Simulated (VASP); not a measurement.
# NbAs in VASP: single point with PBE

Aim: the single point of NbAs with PBE.

Program: VASP 6.6.1. These are calculated values, not measurements. Logs are shortened: lines on timing, memory, paths and dates and some standing lists are left out, and cuts for length are marked.

## 1. The cell of the first run

The cell holds a slab with vacuum, 8 atoms: a = 3.473 Å, b = 3.473 Å, c = 25.788 Å, α = 90.00°, β = 90.00°, γ = 90.00°.

## 2. Single point, PBE

The input, INCAR:

```
SYSTEM = NbAs
PREC = Accurate ; ENCUT = 520
EDIFF = 1E-6 ; ISMEAR = 0
SIGMA = 0.1 ; LREAL = .FALSE.
LASPH = .TRUE. ; NELM = 100
ALGO = Normal ; ISIF = 2
LWAVE = .FALSE. ; LCHARG = .TRUE.
LDIPOL = .TRUE. ; IDIPOL = 3
DIPOL = 0.5 0.5 0.500 ; GGA = PE
LELF = .TRUE. ; LVHAR = .TRUE.
LVACPOTAV = .TRUE. ; NBANDS = 46
```

The input, KPOINTS:

```
Automatic mesh
0
G
  10 10 1
  0 0 0
```

The input, POSCAR:

```
NbAs
1.0
    3.4734820513      0.0000000000      0.0000000000
    0.0000000000      3.4734820513      0.0000000000
    0.0000000000      0.0000000000     25.7881656178
Nb As
4 4
Direct
    0.0000000000      0.5000000000      0.2950388068
    0.0000000000      0.0000000000      0.4046740317
    0.5000000000      0.0000000000      0.5177819702
    0.5000000000      0.5000000000      0.6334532635
    0.5000000000      0.5000000000      0.3659167452
    0.0000000000      0.5000000000      0.4807854848
    0.0000000000      0.0000000000      0.5944557225
    0.5000000000      0.0000000000      0.7078939753
```

Potentials or basis: VASP PAW PBE potentials, release 64 (Nb_sv, As).

Run with:

```console
cat potpaw_PBE.64/Nb_sv/POTCAR potpaw_PBE.64/As/POTCAR > POTCAR
mpirun -np 1 vasp_std > vasp.out
```

OUTCAR:

```text
SYSTEM = NbAs
   PREC = Accurate
   ENCUT = 520
   EDIFF = 1E-6
   ISMEAR = 0
   LREAL = .FALSE.
   LASPH = .TRUE.
   NELM = 100
   ISIF = 2
   GGA = PE

 ion  position               nearest neighbor table
   1  0.000  0.500  0.295-   5 2.52   5 2.52
   2  0.000  0.000  0.405-   6 2.62   6 2.62   5 2.65   5 2.65   5 2.65   5 2.65
   3  0.500  0.000  0.518-   7 2.63   7 2.63   6 2.63   6 2.63   6 2.63   6 2.63
   4  0.500  0.500  0.633-   8 2.59   8 2.59   7 2.65   7 2.65   7 2.65   7 2.65
   5  0.500  0.500  0.366-   1 2.52   1 2.52   2 2.65   2 2.65   2 2.65   2 2.65
   6  0.000  0.500  0.481-   2 2.62   2 2.62   3 2.63   3 2.63   3 2.63   3 2.63
   7  0.000  0.000  0.594-   3 2.63   3 2.63   4 2.65   4 2.65   4 2.65   4 2.65
   8  0.500  0.000  0.708-   4 2.59   4 2.59

  LATTYP: Found a simple tetragonal cell.
 ALAT       =     3.4734820513
 C/A-ratio  =     7.4242979342

  Lattice vectors:

 A1 = (   3.4734820513,   0.0000000000,   0.0000000000)
 A2 = (   0.0000000000,   3.4734820513,   0.0000000000)
 A3 = (   0.0000000000,   0.0000000000,  25.7881656178)

Analysis of symmetry for initial positions (statically):
=====================================================================
 Subroutine PRICEL returns:
 Original cell was already a primitive cell.

 Routine SETGRP: Setting up the symmetry group for a
 simple tetragonal supercell.

 Subroutine GETGRP returns: Found  4 space group operations
 (whereof  4 operations were pure point group operations)
 out of a pool of 16 trial point group operations.

The static configuration has the point symmetry C_2v.

Analysis of symmetry for dynamics (positions and initial velocities):
=====================================================================
 Subroutine PRICEL returns:
 Original cell was already a primitive cell.

 Routine SETGRP: Setting up the symmetry group for a
 simple tetragonal supercell.

 Subroutine GETGRP returns: Found  4 space group operations
 (whereof  4 operations were pure point group operations)
 out of a pool of 16 trial point group operations.

The dynamic configuration has the point symmetry C_2v.

 Subroutine INISYM returns: Found  4 space group operations
 (whereof  4 operations are pure point group operations),
 and found     1 'primitive' translations

[... 109 lines left out ...]
   NSW    =      0    number of steps for IOM
   IBRION =     -1    ionic relax: 0-MD 1-quasi-New 2-CG
   NFREE  =      0    steps in history (QN), initial steepest desc. (CG)
   ISIF   =      2    stress and relaxation
   ISYM   =      2    0-nonsym 1-usesym 2-fastsym
   POTIM  = 0.5000    time-step for ionic-motion
   TEBEG  =    0.0;   TEEND  =   0.0 temperature during run
   PSTRESS=    0.0 pullay stress
   NELECT =      72.0000    total number of electrons
   NUPDOWN=      -1.0000    fix difference up-down
   EMIN   =  10.00;   EMAX   =-10.00  energy-range for DOS
   EFERMI =   0.00;   METHOD = LEGACY
   ISMEAR =     0;   SIGMA  =   0.10  broadening in eV -4-tet -1-fermi 0-gaus
   EFERMI_NEDOS =   21; number of points for ismear=-14 and -15
   IALGO  =     38    algorithm
   IMIX   =      4    mixing-type and parameters
     AMIX     =   0.40;   BMIX     =  1.00
     AMIX_MAG =   1.60;   BMIX_MAG =  1.00
  volume/ion in A,a.u.               =      38.89       262.46
  Fermi-wavevector in a.u.,A,eV,Ry     =   1.005083  1.899332 13.744508  1.010193
  Thomas-Fermi vector in A             =   2.137740
   LORBIT       =      0    0 simple, 1 ext, 2 COOP (PROOUT), +10 PAW based schemes
   GGA     = PE    functional components
   LHFCALC =     F    Hartree Fock is set to
   AEXX    =    0.0000 exact exchange contribution
   IVDW    =     0    specifies the selected vdW correction
   LEPSILON=     F    determine dielectric tensor
   LRPA    =     F    only Hartree local field effects (RPA)
 non-spin polarized calculation
 Gauss-broadening in eV      SIGMA  =   0.10
  energy-cutoff  :      520.00
  volume of cell :      311.14
 maximum number of plane-waves:      8443
 NGX is ok and might be reduce to    28
   NGX = 13   NGY = 13   NGZ = 95

 dipolmoment           0.000000      0.000000     -0.295799 electrons x Angstroem

 number of electron      72.0000002 magnetization

 dipolmoment           0.000000      0.000000      0.110592 electrons x Angstroem

 Free energy of the ion-electron system (eV)
  ---------------------------------------------------
  ext. energy  EPLUGINS =         0.00000000
  ---------------------------------------------------
  free energy    TOTEN  =       -59.91414912 eV

  energy without entropy =      -59.87593509  energy(sigma->0) =      -59.89504210

 E-fermi :   1.8798     XC(G=0):  -6.2678

 val. band max:        1.8765873482   @ k =  -0.1000   0.4000   0.0000
 cond. band min:       1.8828263355   @ k =   0.0000   0.5000   0.0000
 fundamental gap:      0.0062389872
 Fermi energy:         1.8797745896

 k-point     1 :       0.0000    0.0000    0.0000
  band No.  band energies     occupation
      1     -53.5048      2.00000
      2     -53.2584      2.00000
      3     -53.1703      2.00000
      4     -53.1591      2.00000
      5     -29.7310      2.00000
      6     -29.4458      2.00000
[... 1165 lines left out ...]
     45       4.6200      0.00000
     46       4.7624      0.00000

 [... further k-points ...]
[... 5 lines left out ...]
  --------------------------------------------------------------------------------------
  -------------------------------------------------------------------------------------
  Total       -2.9901010     -4.4328402     -0.0344562      0.0000000      0.0000000      0.0000000
  in kB      -15.3973463    -22.8266452     -0.1774303      0.0000000      0.0000000      0.0000000
  external PRESSURE =     -12.8004739 kB  Pullay stress =       0.0000000 kB

 VOLUME and BASIS-vectors are now :
 -----------------------------------------------------------------------------
  energy-cutoff  :      520.00
  volume of cell :      311.14
      direct lattice vectors                 reciprocal lattice vectors
     3.473482051  0.000000000  0.000000000     0.287895543  0.000000000  0.000000000
     0.000000000  3.473482051  0.000000000     0.000000000  0.287895543  0.000000000
     0.000000000  0.000000000 25.788165618     0.000000000  0.000000000  0.038777477

 POSITION                                       TOTAL-FORCE (eV/Angst)
 -----------------------------------------------------------------------------------
      0.00000      1.73674      7.60851         0.000000      0.000000     -0.005621
      0.00000      0.00000     10.43580         0.000000      0.000000      0.008301
      1.73674      0.00000     13.35265         0.000000      0.000000      0.011322
      1.73674      1.73674     16.33560         0.000000      0.000000      0.002547
      1.73674      1.73674      9.43632         0.000000      0.000000     -0.000438
      0.00000      1.73674     12.39858         0.000000      0.000000     -0.008145
      0.00000      0.00000     15.32992         0.000000      0.000000     -0.006631
      1.73674      0.00000     18.25529         0.000000      0.000000     -0.001336
 -----------------------------------------------------------------------------------
    total drift:                                0.000000      0.000000      0.000770

  FREE ENERGIE OF THE ION-ELECTRON SYSTEM (eV)
  ---------------------------------------------------
  free  energy   TOTEN  =       -59.9141491176 eV

  energy  without entropy=      -59.8759350858  energy(sigma->0) =      -59.89504210

 vacuum level on the upper side and lower side of the slab         7.163         5.505
```

Wall time 13 min (1 thread of Intel Xeon Platinum 8488C (Sapphire Rapids), shared host); peak memory 0.62 GiB.

Results:

| Property | Result |
| --- | --- |
| Free energy | -59.9141 eV |
| Largest force | 0.011 eV/Å |
| Band gap on the k mesh | zero (bands 36 and 37 overlap by 0.30 eV) |

Forces on the atoms (eV/Å):
```
Nb   0.000  0.000 -0.006
Nb   0.000  0.000  0.008
Nb   0.000  0.000  0.011
Nb   0.000  0.000  0.003
As   0.000  0.000  0.000
As   0.000  0.000 -0.008
As   0.000  0.000 -0.007
As   0.000  0.000 -0.001
```
